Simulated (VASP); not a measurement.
# MoS2 in VASP: a series of runs, part 2 of 2

VASP 6.6.1. The steps go on from the part before.

## 3. Single point, r2SCAN (uniaxial z strain -0.7%)

File POSCAR:

```
MoS2
1.0
    3.1709609040      0.0000000000      0.0000000000
   -1.5854804520      2.7461326973      0.0000000000
    0.0000000000      0.0000000000      6.7609930324
Mo S
1 2
Direct
    0.0000000000      0.0000000000      0.0000000000
    0.3333333333      0.6666666667      0.2300864068
    0.3333333333      0.6666666667      0.7699135932
```

File INCAR.step1:

```
ALGO     = Normal         # electronic algorithm
EDIFF    = 1E-4           # SCF threshold, eV
ENCUT    = 520            # plane-wave cutoff, eV
GGA      = PE             # functional
ISMEAR   = 0              # smearing method
LASPH    = T              # aspherical terms in the spheres
LCHARG   = F              # write CHGCAR
LREAL    = F              # projectors in reciprocal space
LWAVE    = T              # write WAVECAR
NBANDS   = 20             # bands
NELM     = 80             # most SCF steps
PREC     = Accurate       # precision mode
SIGMA    = 0.01           # smearing width, eV
```

File INCAR.step2:

```
ALGO     = Normal         # electronic algorithm
EDIFF    = 1E-7           # SCF threshold, eV
ENCUT    = 520            # plane-wave cutoff, eV
ISIF     = 2              # what is computed and relaxed
ISMEAR   = 0              # smearing method
ISTART   = 1            
LASPH    = T              # aspherical terms in the spheres
LCHARG   = T              # write CHGCAR
LELF     = T              # ELF
LMIXTAU  = T            
LREAL    = F              # projectors in reciprocal space
LVHAR    = T            
LWAVE    = F              # write WAVECAR
METAGGA  = R2SCAN         # meta-GGA
NBANDS   = 20             # bands
NELM     = 80             # most SCF steps
PREC     = Accurate       # precision mode
SIGMA    = 0.01           # smearing width, eV
```

File KPOINTS:

```
k-points
0
Gamma
  12 12 4
```

Potentials or basis: VASP PAW PBE potentials, release 64 (Mo_sv, S).

Launch:

```sh
$ cat potpaw_PBE.64/Mo_sv/POTCAR potpaw_PBE.64/S/POTCAR > POTCAR
$ cp INCAR.step1 INCAR
$ mpirun -np 1 vasp_std > vasp.out
$ cp INCAR.step2 INCAR
$ mpirun -np 1 vasp_std > vasp.out
```

Run time: 5.2 min. Hardware: 1 thread of Intel Xeon 8259CL, shared host; peak memory 0.21 GiB.

The run converged. Its results:

| Property | Result |
| --- | --- |
| Free energy | -45.0002 eV |
| Pressure | 1.2 GPa |
| Largest force | 0.038 eV/Å |
| Band gap on the k mesh | 1.33 eV (least direct gap 1.79 eV) |

Forces in eV/Å, atoms in the order of the input:
```
Mo   0.000  0.000  0.000
S    0.000  0.000 -0.038
S    0.000  0.000  0.038
```

Stress tensor (GPa, compression positive):
```
1.20 0.00 0.00
0.00 1.20 0.00
0.00 0.00 1.12
```

Levels at points of the mesh, in eV from the valence-band top:
| k point | band 11 | band 12 | band 13 | band 14 | band 15 | band 16 |
| --- | --- | --- | --- | --- | --- | --- |
| (0.00, 0.00, 0.00) | -2.08 | -1.67 | -0.82 | 2.54 | 2.54 | 2.72 |
| (0.50, 0.00, 0.00) | -2.13 | -1.58 | -1.28 | 1.96 | 2.41 | 4.05 |
| (0.00, 0.00, 0.50) | -2.10 | -2.10 | 0.00 | 2.48 | 2.48 | 2.80 |
| (0.50, 0.00, 0.50) | -2.84 | -1.52 | -0.94 | 1.97 | 2.56 | 3.46 |

Caveat: the cell differs from its parent crystal (uniaxial z strain -0.7%); the PAW data sets were made with another functional, which shifts forces and pressure a little.

## 4. Single point, r2SCAN

This run uses another cell than the first one, of 19.77 Å³/atom.

File POSCAR:

```
MoS2
1.0
    3.1709609040      0.0000000000      0.0000000000
   -1.5854804520      2.7461326973      0.0000000000
    0.0000000000      0.0000000000      6.8100252139
Mo S
1 2
Direct
    0.0000000000      0.0000000000      0.0000000000
    0.3333333333      0.6666666667      0.2285278115
    0.3333333333      0.6666666667      0.7714721885
```

File INCAR.step1:

```
SYSTEM = MoS2
ALGO     = Normal         ! electronic algorithm
EDIFF    = 1E-4           ! SCF threshold, eV
ENCUT    = 520            ! plane-wave cutoff, eV
GGA      = PE             ! functional
ISMEAR   = 0              ! smearing method
LASPH    = .True.         ! aspherical terms in the spheres
LCHARG   = .False.        ! write CHGCAR
LREAL    = .False.        ! projectors in reciprocal space
LWAVE    = .True.         ! write WAVECAR
NBANDS   = 20             ! bands
NELM     = 60             ! most SCF steps
PREC     = Accurate       ! precision mode
SIGMA    = 0.01           ! smearing width, eV
```

File INCAR.step2:

```
SYSTEM = MoS2
ALGO     = Normal         ! electronic algorithm
EDIFF    = 1E-7           ! SCF threshold, eV
ENCUT    = 520            ! plane-wave cutoff, eV
ISIF     = 2              ! what is computed and relaxed
ISMEAR   = 0              ! smearing method
ISTART   = 1            
LASPH    = .True.         ! aspherical terms in the spheres
LCHARG   = .False.        ! write CHGCAR
LMIXTAU  = .True.       
LREAL    = .False.        ! projectors in reciprocal space
LWAVE    = .False.        ! write WAVECAR
METAGGA  = R2SCAN         ! meta-GGA
NBANDS   = 20             ! bands
NELM     = 60             ! most SCF steps
PREC     = Accurate       ! precision mode
SIGMA    = 0.01           ! smearing width, eV
```

File KPOINTS:

```
k-points
0
Gamma
  12 12 4
  0 0 0
```

Launch:

```sh
$ cat potpaw_PBE.64/Mo_sv/POTCAR potpaw_PBE.64/S/POTCAR > POTCAR
$ cp INCAR.step1 INCAR
$ mpirun -np 1 vasp_std > vasp.out
$ cp INCAR.step2 INCAR
$ mpirun -np 1 vasp_std > vasp.out
```

Run time: 5.4 min. Hardware: 1 thread of Intel Xeon 8259CL, shared host; peak memory 0.22 GiB.

It converged, with:

```yaml
Free_energy: -45.0037 eV
Pressure: 1.0 GPa
Largest_force: 0.038 eV/Å
Band_gap_on_the_k_mesh: 1.36 eV (least direct gap 1.80 eV)
```

Forces on the atoms (eV/Å):
```
Mo   0.000  0.000  0.000
S    0.000  0.000 -0.038
S    0.000  0.000  0.038
```

Stress tensor (GPa, compression positive):
```
1.15 0.00 0.00
0.00 1.15 0.00
0.00 0.00 0.83
```

Levels at points of the mesh, in eV from the valence-band top:
```
           k point  band 11  band 12  band 13  band 14  band 15  band 16
(0.00, 0.00, 0.00)    -2.06    -1.68    -0.78     2.56     2.56     2.75
(0.50, 0.00, 0.00)    -2.13    -1.54    -1.25     1.98     2.44     4.06
(0.00, 0.00, 0.50)    -2.07    -2.07     0.00     2.51     2.51     2.82
(0.50, 0.00, 0.50)    -2.79    -1.49    -0.93     2.00     2.58     3.50
```

Caveat: the PAW data sets were made with another functional, which shifts forces and pressure a little.

## 5. Single point, r2SCAN (epitaxial xy strain +4.6%)

File POSCAR:

```
MoS2
1.0
    3.3158738174      0.0000000000      0.0000000000
   -1.6579369087      2.8716309616      0.0000000000
    0.0000000000      0.0000000000      6.7237732086
Mo S
1 2
Direct
    0.0000000000      0.0000000000      0.0000000000
    0.3333333333      0.6666666667      0.2250360455
    0.3333333333      0.6666666667      0.7749639545
```

File INCAR.step1:

```
  ALGO = Normal
  EDIFF = 1E-4
  ENCUT = 520
  GGA = PE
  ISMEAR = 0
  LASPH = True
  LCHARG = False
  LREAL = False
  LWAVE = True
  NBANDS = 20
  NELM = 80
  PREC = Accurate
  SIGMA = 0.01
```

File INCAR.step2:

```
  ALGO = Normal
  EDIFF = 1E-7
  ENCUT = 520
  ISIF = 2
  ISMEAR = 0
  ISTART = 1
  LASPH = True
  LCHARG = False
  LMIXTAU = True
  LREAL = False
  LWAVE = False
  METAGGA = R2SCAN
  NBANDS = 20
  NELM = 80
  PREC = Accurate
  SIGMA = 0.01
```

File KPOINTS:

```
k-points
0
Gamma
  12 12 4
```

Launch:

```sh
$ cat potpaw_PBE.64/Mo_sv/POTCAR potpaw_PBE.64/S/POTCAR > POTCAR
$ cp INCAR.step1 INCAR
$ mpirun -np 1 vasp_std > vasp.out
$ cp INCAR.step2 INCAR
$ mpirun -np 1 vasp_std > vasp.out
```

It took 8.5 min on 1 thread of Intel Xeon 8259CL, shared host; peak memory 0.24 GiB.

The run converged. Its results:

```
Free energy            : -44.8529 eV
Pressure               : -5.9 GPa
Largest force          : 0.038 eV/Å
Band gap on the k mesh : 0.42 eV (least direct gap 1.34 eV)
```

Forces on the atoms (eV/Å):
```
Mo   0.000  0.000  0.000
S    0.000  0.000 -0.038
S    0.000  0.000  0.038
```

Stress tensor (GPa, compression positive):
```
-9.25  0.00  0.00
 0.00 -9.25  0.00
 0.00  0.00  0.75
```

Levels at points of the mesh, in eV from the valence-band top:
```tsv
k point	band 11	band 12	band 13	band 14	band 15	band 16
(0.00, 0.00, 0.00)	-2.71	-1.54	-0.68	1.86	1.86	2.15
(0.50, 0.00, 0.00)	-2.30	-2.07	-1.47	1.12	1.57	3.44
(0.00, 0.00, 0.50)	-2.72	-2.72	0.00	1.81	1.81	2.23
(0.50, 0.00, 0.50)	-2.77	-2.25	-1.20	1.14	1.63	2.94
```

Caveat: the cell differs from its parent crystal (epitaxial xy strain +4.6%); the stress differs along the axes, from -9 to 1 GPa; semilocal functionals underestimate gaps, and a narrow one can read as zero; the PAW data sets were made with another functional, which shifts forces and pressure a little. A k mesh can miss the band edges.

## 6. Single point, PBE (shear xy strain +1.9%)

File INCAR:

```
SYSTEM = MoS2
ALGO = Normal
EDIFF = 1E-7
ENCUT = 520
GGA = PE
ISIF = 2
ISMEAR = -1
LASPH = .True.
LCHARG = .False.
LREAL = .False.
LWAVE = .False.
NBANDS = 20
NELM = 60
PREC = Accurate
SIGMA = 0.02
```

File KPOINTS:

```
k-points
0
Gamma
  12 12 4
  0 0 0
```

File POSCAR:

```
MoS2
1.0
    3.1709609040      0.0304412247      0.0000000000
   -1.5591175781      2.7309120850      0.0000000000
    0.0000000000      0.0000000000      6.8100252139
Mo S
1 2
Direct
   -0.0011433648      0.0000578866      0.0000000000
    0.3339050157      0.6666377234      0.2285222344
    0.3339050157      0.6666377234      0.7714777656
```

Potentials or basis: VASP PAW PBE potentials, release 64 (Mo_sv, S).

Launch:

```sh
$ cat potpaw_PBE.64/Mo_sv/POTCAR potpaw_PBE.64/S/POTCAR > POTCAR
$ mpirun -np 1 vasp_std > vasp.out
```

Wall time 4.7 min (1 thread of Intel Xeon 8259CL, shared host); peak memory 0.36 GiB.

It converged, with:

```
Free energy            : -21.8237 eV
Pressure               : 2.0 GPa
Largest force          : 0.124 eV/Å
Band gap on the k mesh : 1.28 eV (least direct gap 1.69 eV)
```

Forces in eV/Å, atoms in the order of the input:
```
Mo  -0.013  0.000  0.000
S    0.006  0.000  0.123
S    0.006  0.000 -0.123
```

Stress tensor (GPa, compression positive):
```
 1.69 -1.44  0.00
-1.44  1.74  0.00
 0.00  0.00  2.63
```

Levels at points of the mesh, in eV from the valence-band top:
```csv
k point,band 10,band 11,band 12,band 13,band 14,band 15,band 16,band 17
"(0.00, 0.00, 0.00)",-1.98,-1.86,-1.55,-0.76,2.36,2.47,2.53,2.70
"(0.50, 0.00, 0.00)",-3.47,-2.03,-1.30,-1.26,1.86,2.31,3.82,4.07
"(0.00, 0.50, 0.00)",-3.59,-1.99,-1.41,-1.20,1.85,2.34,3.78,4.03
"(0.50, 0.50, 0.00)",-3.71,-1.96,-1.51,-1.14,1.88,2.34,3.75,3.99
"(0.00, 0.00, 0.50)",-2.78,-1.99,-1.87,0.00,2.31,2.42,2.60,2.77
"(0.50, 0.00, 0.50)",-3.49,-2.66,-1.25,-0.94,1.87,2.43,3.28,3.93
"(0.00, 0.50, 0.50)",-3.61,-2.62,-1.36,-0.89,1.87,2.47,3.25,3.89
"(0.50, 0.50, 0.50)",-3.72,-2.58,-1.46,-0.84,1.89,2.48,3.22,3.85
```

Caveat: the cell differs from its parent crystal (shear xy strain +1.9%); this functional lacks dispersion, which binds layers or chains, so the pressure and a relaxed spacing across them are unreliable. A k mesh can miss the band edges.

## 7. Overview

```tsv
level	cell	smearing	gap on the mesh (eV)	pressure (GPa)	largest force (eV/Å)
r2SCAN	a = 3.106, b = 3.106, c = 6.670 Å, angles 90.0, 90.0, 120.0°, 3 atoms, atomic positions A	gaussian 0.01 eV	1.41	5.7	0.04
r2SCAN	a = 3.171, b = 3.171, c = 6.761 Å, angles 90.0, 90.0, 120.0°, 3 atoms, atomic positions B	gaussian 0.01 eV	1.33	1.2	0.04
r2SCAN	a = 3.171, b = 3.171, c = 6.810 Å, angles 90.0, 90.0, 120.0°, 3 atoms, atomic positions C	gaussian 0.01 eV	1.36	1.0	0.04
r2SCAN	a = 3.316, b = 3.316, c = 6.724 Å, angles 90.0, 90.0, 120.0°, 3 atoms, atomic positions D	gaussian 0.01 eV	0.42	-5.9	0.04
PBE	a = 3.171, b = 3.145, c = 6.810 Å, angles 90.0, 90.0, 119.2°, 3 atoms, atomic positions E	fermi-dirac 0.02 eV	1.28	2.0	0.12
```

Alike in all rows: task single point; potentials or basis VASP PAW PBE potentials, release 64 (Mo_sv, S); no spin polarisation; k mesh 12 × 12 × 4; cutoff (eV) 520.

Caveats: the PAW data sets were made with another functional, which shifts forces and pressure a little (at least some runs); the stress differs along the axes, from 2 to 7 GPa (at least some runs); the stress differs along the axes, from -9 to 1 GPa (at least some runs); semilocal functionals underestimate gaps, and a narrow one can read as zero (at least some runs); this functional lacks dispersion, which binds layers or chains, so the pressure and a relaxed spacing across them are unreliable (at least some runs).

Absolute energies hang on the potentials; compare differences alone.
